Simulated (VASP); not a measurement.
Set up this calculation in VASP 6.6.1, as the native input.

| Quantity | Value |
| --- | --- |
| Task | single point |
| Functional | PBE |
| Potentials or basis | VASP PAW PBE potentials, release 64 (K_sv, Mg, Pd) |
| Cutoff | 600 eV |
| k mesh | 4 × 4 × 4 |
| Occupations | gaussian, width 0.1 eV |
| Spin | no spin polarisation |
| Dipole correction | no |
| Further INCAR settings | ALGO = Normal; EDIFF = 1e-06; NBANDS = 28 |

The structure of KMgPd3 lies in POSCAR:

```
KMgPd3
1.0
    4.8774430525      0.0000000000      0.0000000000
    0.0000000000      4.8774430525      0.0000000000
    0.0000000000      0.0000000000      4.8774430525
K Mg Pd
1 1 3
Direct
    0.5000000000      0.5000000000      0.5000000000
    0.0000000000      0.0000000000      0.0000000000
    0.5000000000      0.0000000000      0.0000000000
    0.0000000000      0.5000000000      0.0000000000
    0.0000000000      0.0000000000      0.5000000000
```

The cell was built from a structure type or drawn by symmetry, and may not be a known phase.

One way to write it, as run:

INCAR

```
PREC = Accurate
ENCUT = 600
EDIFF = 1E-6
ISMEAR = 0
SIGMA = 0.1
LREAL = False
LASPH = True
NELM = 120
ALGO = Normal
ISIF = 2
LWAVE = False
LCHARG = False
GGA = PE
NBANDS = 28
GGA_COMPAT = False
```

KPOINTS

```
regular mesh
0
Gamma
  4 4 4
```

Potentials or basis: VASP PAW PBE potentials, release 64 (K_sv, Mg, Pd).

The run is started by

```bash
$ cat potpaw_PBE.64/K_sv/POTCAR potpaw_PBE.64/Mg/POTCAR potpaw_PBE.64/Pd/POTCAR > POTCAR
$ mpirun -np 1 vasp_std > vasp.out
```

Results of the run:

- Pressure: 0.0 GPa
- Band gap on the k mesh: zero (an odd number of electrons rules out a gap without spin polarisation)

Wall time 35 s on 1 thread of Intel(R) Xeon(R) Platinum 8259CL CPU @ 2.50GHz (Skylake/Cascade Lake) (shared host), peak memory 0.26 GiB.
